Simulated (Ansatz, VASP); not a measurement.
Two plane-wave programs on Mo2C3

```
Mo C
1.0
     3.61386    0.00000    0.00000
     0.00000    3.61386    0.00000
     0.00000    0.00000    5.44462
Mo C
2 3
Direct
  0.50000 0.00000 0.50000
  0.00000 0.50000 0.50000
  0.00000 0.00000 0.24144
  0.00000 0.00000 0.75856
  0.00000 0.00000 0.00000
```

Alike in both runs: functional PBE; k mesh 6 × 6 × 4; occupations gaussian, width 0.1 eV; no spin polarisation.

Ansatz relaxed the structure, and its values are those at the end. VASP's run is a single point on that final structure, the one shown.

```csv
,VASP,Ansatz
version,VASP 6.6.1,Ansatz 0.2.0
potentials or method,"VASP PAW PBE potentials, release 64 (Mo_sv, C), cutoff 520 eV","scalar-relativistic, plane waves, PAW"
valence electrons in the cell,40,40
```

VASP gave:

- gap on the k mesh at the Fermi level (eV): none
- pressure (GPa): 0.1
- rms of the force components (eV/Å): 0.006

Task: What did Ansatz give for the same quantities?

Result: gap on the k mesh at the Fermi level (eV): none; pressure (GPa): -0.2; rms of the force components (eV/Å): 0.001.

A gap of «none» marks a metal or a gap that the smearing closes.
